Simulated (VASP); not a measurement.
# Ga (I4_1/amd) in VASP: notebook

Ga is run at these levels: PBE; tasks: single point.

Program: VASP 6.6.1. These are calculated values, not measurements. Logs are shortened: lines on timing, memory, paths and dates and some standing lists are left out, and cuts for length are marked.

## 1. The cell of the first run

It takes space group I4_1/amd (No. 141, tetragonal). Conventional cell: a = 4.507 Å, b = 4.507 Å, c = 2.353 Å, α = 90.00°, β = 90.00°, γ = 90.00°. Ga (site symmetry -4m2) has 10 Ga at 2.33 to 2.86 Å within 3.1 Å.

## 2. Single point, PBE

Contents of INCAR:

```
SYSTEM = Ga
ALGO     = Normal         ! electronic algorithm
EDIFF    = 1E-6           ! SCF threshold, eV
ENCUT    = 520            ! plane-wave cutoff, eV
GGA      = PE             ! functional
ISIF     = 2              ! what is computed and relaxed
ISMEAR   = -1             ! smearing method
LASPH    = .TRUE.         ! aspherical terms in the spheres
LCHARG   = .FALSE.        ! write CHGCAR
LREAL    = .FALSE.        ! projectors in reciprocal space
LWAVE    = .FALSE.        ! write WAVECAR
NBANDS   = 20             ! bands
NELM     = 80             ! most SCF steps
PREC     = Accurate       ! precision mode
SIGMA    = 0.05           ! smearing width, eV
```

Contents of KPOINTS:

```
k-points
0
G
  18 18 18
  0 0 0
```

Contents of POSCAR:

```
Ga
1.0
   -2.2537092676      2.2537092676      1.1764194426
    2.2537092676     -2.2537092676      1.1764194426
    2.2537092676      2.2537092676     -1.1764194426
Ga
2
Direct
   -0.3750000000     -0.1250000000     -0.2500000000
    0.3750000000      0.1250000000      0.2500000000
```

Potentials or basis: VASP PAW PBE potentials, release 64 (Ga_d).

Run with:

```console
cat potpaw_PBE.64/Ga_d/POTCAR > POTCAR
mpirun -np 1 vasp_std > vasp.out
```

OUTCAR:

```text
SYSTEM = Ga
   EDIFF = 1E-6
   ENCUT = 520
   GGA = PE
   ISIF = 2
   ISMEAR = -1
   LASPH = .TRUE.
   LREAL = .FALSE.
   NELM = 80
   PREC = Accurate

 ion  position               nearest neighbor table
   1  0.625  0.875  0.750-   2 2.33   2 2.33   2 2.33   2 2.33   2 2.86   2 2.86   2 2.86   2 2.86

   2  0.375  0.125  0.250-   1 2.33   1 2.33   1 2.33   1 2.33   1 2.86   1 2.86   1 2.86   1 2.86

  LATTYP: Found a body centered tetragonal cell.
 ALAT       =     4.5074185352
 C/A-ratio  =     0.5219925478

  Lattice vectors:

 A1 = (  -2.2537092676,   2.2537092676,   1.1764194426)
 A2 = (   2.2537092676,  -2.2537092676,   1.1764194426)
 A3 = (   2.2537092676,   2.2537092676,  -1.1764194426)

Analysis of symmetry for initial positions (statically):
=====================================================================
 Subroutine PRICEL returns:
 Original cell was already a primitive cell.

 Routine SETGRP: Setting up the symmetry group for a
 body centered tetragonal supercell.

 Subroutine GETGRP returns: Found 16 space group operations
 (whereof  4 operations were pure point group operations)
 out of a pool of 16 trial point group operations.

The static configuration has the point symmetry C_2h.
 The point group associated with its full space group is D_4h.

Analysis of symmetry for dynamics (positions and initial velocities):
=====================================================================
 Subroutine PRICEL returns:
 Original cell was already a primitive cell.

 Routine SETGRP: Setting up the symmetry group for a
 body centered tetragonal supercell.

 Subroutine GETGRP returns: Found 16 space group operations
 (whereof  4 operations were pure point group operations)
 out of a pool of 16 trial point group operations.

The dynamic configuration has the point symmetry C_2h.
 The point group associated with its full space group is D_4h.

 Subroutine INISYM returns: Found 16 space group operations
 (whereof  4 operations are pure point group operations),
 and found     1 'primitive' translations

----------------------------------------------------------------------------------------

                                     Primitive cell

  volume of cell :      23.9011

  direct lattice vectors                    reciprocal lattice vectors
    -2.253709268  2.253709268  1.176419443     0.000000000  0.221856478  0.425018477
     2.253709268 -2.253709268  1.176419443     0.221856478  0.000000000  0.425018477
     2.253709268  2.253709268 -1.176419443     0.221856478  0.221856478  0.000000000

  length of vectors
     3.397406898  3.397406898  3.397406898     0.479438216  0.479438216  0.313752440

  position of ions in fractional coordinates (direct lattice)
     0.625000000  0.875000000  0.750000000
     0.375000000  0.125000000  0.250000000

  ion indices of the primitive-cell ions
   primitive index   ion index
                 1           1
                 2           2

----------------------------------------------------------------------------------------

 KPOINTS: k-points

Automatic generation of k-mesh.
 Grid dimensions read from file:
 generate k-points for:   18   18   18

 Generating k-lattice:

  Cartesian coordinates                     Fractional coordinates (reciprocal lattice)
     0.000000000  0.012325360  0.023612138     0.055555556  0.000000000 -0.000000000
     0.012325360  0.000000000  0.023612138     0.000000000  0.055555556 -0.000000000
     0.012325360  0.012325360  0.000000000     0.000000000  0.000000000  0.055555556

  Length of vectors
     0.026635456  0.026635456  0.017430691

  Shift w.r.t. Gamma in fractional coordinates (k-lattice)
     0.000000000  0.000000000  0.000000000

 Subroutine IBZKPT returns following result:
 ===========================================

 Found    480 irreducible k-points:

 Following reciprocal coordinates:
            Coordinates               Weight
  0.000000  0.000000  0.000000      1.000000
  0.055556  0.000000  0.000000      8.000000
  0.111111  0.000000  0.000000      8.000000
  0.166667  0.000000 -0.000000      8.000000
  0.222222  0.000000  0.000000      8.000000
  0.277778 -0.000000  0.000000      8.000000
[... 16 lines left out ...]
 -0.277778  0.055556 -0.000000     16.000000
 -0.222222  0.055556  0.000000     16.000000
 [... further k-points ...]
   k-points           NKPTS =    480   k-points in BZ     NKDIM =    480   number of bands    NBANDS=     20
   number of dos      NEDOS =    301   number of ions     NIONS =      2
   total plane-waves  NPLWV =  21952
   dimension x,y,z NGX =    28 NGY =   28 NGZ =   28
   dimension x,y,z NGXF=    56 NGYF=   56 NGZF=   56
   ions per type =               2
   NGX,Y,Z   is equivalent  to a cutoff of  13.70, 13.70, 13.70 a.u.
   NGXF,Y,Z  is equivalent  to a cutoff of  27.40, 27.40, 27.40 a.u.
 SYSTEM =  Ga
   PREC   = accura    normal or accurate (medium, high low for compatibility)
   ISTART =      0    job   : 0-new  1-cont  2-samecut
   ICHARG =      2    charge: 1-file 2-atom 10-const
   ISPIN  =      1    spin polarized calculation?
   LNONCOLLINEAR =      F non collinear calculations
   LSORBIT =      F    spin-orbit coupling
   LASPH  =      T    aspherical Exc in radial PAW
   ENCUT  =  520.0 eV  38.22 Ry    6.18 a.u.   6.32  6.32  6.32*2*pi/ulx,y,z
   NELM   =     80;   NELMIN=  2; NELMDL= -5     # of ELM steps
   EDIFF  = 0.1E-05   stopping-criterion for ELM
   LREAL  =      F    real-space projection
[... 7 lines left out ...]
   TEBEG  =    0.0;   TEEND  =   0.0 temperature during run
   PSTRESS=    0.0 pullay stress
   NELECT =      26.0000    total number of electrons
   NUPDOWN=      -1.0000    fix difference up-down
   EMIN   =  10.00;   EMAX   =-10.00  energy-range for DOS
   EFERMI =   0.00;   METHOD = LEGACY
   ISMEAR =    -1;   SIGMA  =   0.05  broadening in eV -4-tet -1-fermi 0-gaus
   EFERMI_NEDOS =   21; number of points for ismear=-14 and -15
   IALGO  =     38    algorithm
   IMIX   =      4    mixing-type and parameters
     AMIX     =   0.40;   BMIX     =  1.00
     AMIX_MAG =   1.60;   BMIX_MAG =  1.00
  volume/ion in A,a.u.               =      11.95        80.65
  Fermi-wavevector in a.u.,A,eV,Ry     =   1.683682  3.181697 38.569573  2.834784
  Thomas-Fermi vector in A             =   2.766839
   LORBIT       =      0    0 simple, 1 ext, 2 COOP (PROOUT), +10 PAW based schemes
   GGA     = PE    functional components
   LHFCALC =     F    Hartree Fock is set to
   AEXX    =    0.0000 exact exchange contribution
   IVDW    =     0    specifies the selected vdW correction
   LEPSILON=     F    determine dielectric tensor
   LRPA    =     F    only Hartree local field effects (RPA)
 non-spin polarized calculation
  energy-cutoff  :      520.00
  volume of cell :       23.90
 maximum number of plane-waves:       673
 NGX is ok and might be reduce to    28
   NGX = 13   NGY = 13   NGZ = 13

 number of electron      26.0000005 magnetization

 Free energy of the ion-electron system (eV)
  ---------------------------------------------------
  ext. energy  EPLUGINS =         0.00000000
  ---------------------------------------------------
  free energy    TOTEN  =        -3.25405697 eV

  energy without entropy =       -3.24874148  energy(sigma->0) =       -3.25139923

 E-fermi :  10.6224     XC(G=0): -13.4602

 val. band max:       10.6174046337   @ k =   0.2222   0.1667   0.0556
 cond. band min:      10.6258333622   @ k =  -0.3333   0.5000   0.1667
 fundamental gap:      0.0084287284
 Fermi energy:        10.6224176620

 k-point     1 :       0.0000    0.0000    0.0000
  band No.  band energies     occupation
      1      -5.7605      2.00000
      2      -5.6870      2.00000
      3      -5.5789      2.00000
      4      -5.5626      2.00000
      5      -4.6670      2.00000
      6      -4.6670      2.00000
[... 12 lines left out ...]
     19      28.6215      0.00000
     20      28.7798      0.00000

 k-point     2 :       0.0556    0.0000    0.0000
  band No.  band energies     occupation
      1      -5.7570      2.00000
      2      -5.6718      2.00000
      3      -5.5383      2.00000
      4      -5.5344      2.00000
      5      -4.7134      2.00000
      6      -4.7131      2.00000
[... 12 lines left out ...]
     19      27.2299      0.00000
     20      27.8239      0.00000

 k-point     3 :       0.1111    0.0000    0.0000
  band No.  band energies     occupation
      1      -5.7395      2.00000
      2      -5.6283      2.00000
      3      -5.4624      2.00000
      4      -5.4299      2.00000
      5      -4.8004      2.00000
      6      -4.7912      2.00000
[... 12 lines left out ...]
     19      25.1941      0.00000
     20      26.5395      0.00000

 k-point     4 :       0.1667    0.0000   -0.0000
  band No.  band energies     occupation
      1      -5.7047      2.00000
      2      -5.5626      2.00000
      3      -5.3757      2.00000
      4      -5.2795      2.00000
      5      -4.9115      2.00000
      6      -4.8640      2.00000
[... 12 lines left out ...]
     19      23.5171      0.00000
     20      25.8571      0.00000

 k-point     5 :       0.2222    0.0000    0.0000
  band No.  band energies     occupation
      1      -5.6599      2.00000
      2      -5.4872      2.00000
      3      -5.3217      2.00000
      4      -5.1291      2.00000
      5      -5.0287      2.00000
      6      -4.8820      2.00000
[... 12 lines left out ...]
     19      21.6815      0.00000
     20      24.7735      0.00000
[... 353 lines left out ...]
      6      -4.9030      2.00000
[... 12 lines left out ...]
     19      22.8220      0.00000
     20      23.8141      0.00000

 k-point    22 :      -0.3333    0.0556    0.0000
  band No.  band energies     occupation
      1      -5.5974      2.00000
      2      -5.4077      2.00000
      3      -5.3411      2.00000
      4      -5.1503      2.00000
      5      -5.0782      2.00000
      6      -4.8542      2.00000
[... 12 lines left out ...]
     19      21.1124      0.00000
     20      24.6203      0.00000

 k-point    23 :      -0.2778    0.0556   -0.0000
  band No.  band energies     occupation
      1      -5.6352      2.00000
      2      -5.4536      2.00000
      3      -5.3415      2.00000
      4      -5.1622      2.00000
      5      -5.0051      2.00000
      6      -4.8484      2.00000
[... 12 lines left out ...]
     19      22.2599      0.00000
     20      25.5512      0.00000

 k-point    24 :      -0.2222    0.0556    0.0000
  band No.  band energies     occupation
      1      -5.6807      2.00000
      2      -5.5284      2.00000
      3      -5.3898      2.00000
      4      -5.2963      2.00000
      5      -4.9006      2.00000
      6      -4.8339      2.00000
[... 12 lines left out ...]
     19      23.9284      0.00000
     20      25.7059      0.00000

 [... further k-points ...]

------------------------ aborting loop because EDIFF is reached ----------------------------------------

  FORCE on cell =-STRESS in cart. coord.  units (eV):
  Direction    XX          YY          ZZ          XY          YZ          ZX
  --------------------------------------------------------------------------------------
  -------------------------------------------------------------------------------------
  Total       12.3517083     12.3517083     12.3619929      0.0000000     -0.0000000      0.0000000
  in kB      827.9796154    827.9796154    828.6690240      0.0000000     -0.0000000      0.0000000
  external PRESSURE =     828.2094183 kB  Pullay stress =       0.0000000 kB

 VOLUME and BASIS-vectors are now :
 -----------------------------------------------------------------------------
  energy-cutoff  :      520.00
  volume of cell :       23.90
      direct lattice vectors                 reciprocal lattice vectors
    -2.253709268  2.253709268  1.176419443     0.000000000  0.221856478  0.425018477
     2.253709268 -2.253709268  1.176419443     0.221856478  0.000000000  0.425018477
     2.253709268  2.253709268 -1.176419443     0.221856478  0.221856478  0.000000000

 POSITION                                       TOTAL-FORCE (eV/Angst)
 -----------------------------------------------------------------------------------
      2.25371      1.12685      0.88231         0.000000      0.000000     -0.000000
     -0.00000      1.12685      0.29410        -0.000000     -0.000000      0.000000
 -----------------------------------------------------------------------------------
    total drift:                                0.000000      0.000000     -0.000000

  FREE ENERGIE OF THE ION-ELECTRON SYSTEM (eV)
  ---------------------------------------------------
  free  energy   TOTEN  =        -3.2540569672 eV

  energy  without entropy=       -3.2487414836  energy(sigma->0) =       -3.25139923
```

It took 5.8 min on 1 thread of AMD EPYC 7R43 (Zen 3), shared host; peak memory 0.27 GiB.

What came out:

```
Free energy            : -3.2541 eV
Pressure               : 82.8 GPa
Band gap on the k mesh : zero (bands 13 and 14 overlap by 11.04 eV)
```

Caveat: the cell stands under pressure.

## 3. Single point, PBE

Contents of INCAR:

```
PREC = Accurate
ENCUT = 520
EDIFF = 1E-7
ISMEAR = -1
SIGMA = 0.05
LREAL = F
LASPH = T
NELM = 80
ALGO = Normal
ISIF = 2
LWAVE = F
LCHARG = F
GGA = PE
NBANDS = 20
```

Contents of KPOINTS:

```
regular mesh
0
Gamma
  18 18 18
```

Contents of POSCAR:

```
Ga
1.0
   -2.2539581194      2.2539581194      1.1765453902
    2.2539581194     -2.2539581194      1.1765453902
    2.2539581194      2.2539581194     -1.1765453902
Ga
2
Direct
   -0.3750000000     -0.1250000000     -0.2500000000
    0.3750000000      0.1250000000      0.2500000000
```

Potentials or basis: VASP PAW PBE potentials, release 64 (Ga_d).

Run with:

```console
cat potpaw_PBE.64/Ga_d/POTCAR > POTCAR
mpirun -np 1 vasp_std > vasp.out
```

It took 6.1 min on 1 thread of AMD EPYC 7R43 (Zen 3), shared host; peak memory 0.26 GiB.

Results (log left out):

```
Free energy            : -3.2581 eV
Pressure               : 82.5 GPa
Band gap on the k mesh : zero (bands 13 and 14 overlap by 11.04 eV)
```

Levels at points of the mesh, in eV from the Fermi level:
```
           k point  band 9  band 10  band 11  band 12  band 13  band 14  band 15  band 16  band 17  band 18
(0.00, 0.00, 0.00)  -15.13   -15.04   -14.78    -1.30    -1.30     1.61     4.30    13.61    13.61    16.51
(0.50, 0.00, 0.00)  -15.03   -14.89    -6.27    -5.25    -0.17     0.86     2.54     4.42     8.47    11.46
(0.50, 0.50, 0.00)  -15.14   -15.14   -11.11   -11.11     3.32     3.32     5.87     5.87    14.94    14.94
(0.50, 0.50, 0.50)  -15.24   -15.24    -7.16    -7.16    -6.80    -6.80    12.98    12.98    20.30    20.30
```

Caveat: the cell stands under pressure.
